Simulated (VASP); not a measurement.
A run of VASP 6.6.1 is set up as follows.

Contents of INCAR:

```
ALGO = Fast
EDIFF = 1E-7
ENCUT = 520
GGA = PE
ISIF = 2
ISMEAR = 0
LASPH = True
LCHARG = True
LELF = True
LREAL = False
LVHAR = True
LWAVE = False
NBANDS = 39
NELM = 80
PREC = Accurate
SIGMA = 0.1
```

File KPOINTS:

```
k-points
0
Gamma
  6 6 4
```

Contents of POSCAR:

```
CrCo2
1.0
    3.4769298417      0.0000000000      0.0000000000
    0.0000000000      3.4769298417      0.0000000000
    0.0000000000      0.0000000000      5.5952283310
Cr Co
2 4
Direct
    0.0000000000      0.5000000000      0.6771919259
    0.5000000000      0.0000000000      0.3228080741
    0.0000000000      0.0000000000      0.0000000000
    0.5000000000      0.5000000000      0.0000000000
    0.0000000000      0.5000000000      0.2974635148
    0.5000000000      0.0000000000      0.7025364852
```

Potentials or basis: VASP PAW PBE potentials, release 64 (Cr_pv, Co).

Run with:

```sh
$ cat potpaw_PBE.64/Cr_pv/POTCAR potpaw_PBE.64/Co/POTCAR > POTCAR
$ mpirun -np 1 vasp_std > vasp.out
```

(1) What does it give for the largest force?

(2) Estimate the band gap on the k mesh.

(3) Estimate the pressure.

Answers

(1) 0.054 eV/Å.

(2) zero (bands 30 and 31 overlap by 0.94 eV).

(3) -0.7 GPa.

Caveat: the run has no spin polarisation, though such a crystal can be magnetic.
